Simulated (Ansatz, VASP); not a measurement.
# Two plane-wave programs on CoSi

File INCAR:

```
ALGO = Normal
EDIFF = 1E-6
EDIFFG = -0.005
ENCUT = 600
GGA = CA
IBRION = 2
ISIF = 3
ISMEAR = -1
LASPH = True
LCHARG = False
LREAL = False
LWAVE = False
NELM = 80
NSW = 60
PREC = Accurate
SIGMA = 0.1
```

File KPOINTS:

```
k-points
0
Gamma
  14 14 14
```

POSCAR

```
CoSi
1.0
    0.0000000000      2.2923918786      2.2923918786
    2.2923918786      0.0000000000      2.2923918786
    2.2923918786      2.2923918786      0.0000000000
Co Si
1 1
Direct
    0.0000000000      0.0000000000      0.0000000000
    0.5000000000      0.5000000000      0.5000000000
```

Input for Ansatz:

```yaml
crystal:
  lattice:
    - [0.0, 2.2923918786, 2.2923918786]
    - [2.2923918786, 0.0, 2.2923918786]
    - [2.2923918786, 2.2923918786, 0.0]
  atoms:
    - { symbol: Co, position: [0.0, 0.0, 0.0] }
    - { symbol: Si, position: [0.5, 0.5, 0.5] }
kpoints:
  mp_grid: { grid: [14, 14, 14] }
scf:
  occupations: { method: fermi_dirac, width: 0.1 }
hamiltonian:
  xc: lda
  pseudopotentials: { kind: paw }
output:
  forces: true
  stress: true
  write_density: true
  write_potential: true
  elf: true
  volumetric_format: npy
relax:
  f_tol: 0.005
  max_steps: 40
  cell: {}
```

Alike in both runs: task relaxation of cell and atoms; functional LDA; k mesh 14 × 14 × 14; occupations fermi-dirac, width 0.1 eV; no spin polarisation.

|  | VASP | Ansatz |
| --- | --- | --- |
| version | VASP 6.6.1 | Ansatz 0.2.0 |
| potentials or method | VASP PAW LDA potentials, release 64 (Co, Si) | PAW with Ansatz's default frozen-core files, scalar-relativistic |
| plane-wave cutoff (eV) | 600 | 420 |
| valence electrons in the cell | 13 | 21 |

```tsv
	VASP	Ansatz	Ansatz less VASP
relaxed volume (Å³/atom)	11.95	11.93	-0.023
relaxed cell length with the largest relative difference (Å)	3.234	3.232	-0.0021
```

LDA's correlation is that of Perdew and Zunger in VASP and of Perdew and Wang (1992) in Ansatz. VASP's potentials hold 13 valence electrons a cell and Ansatz's 21, so a difference there can come from the potentials and not from the codes.
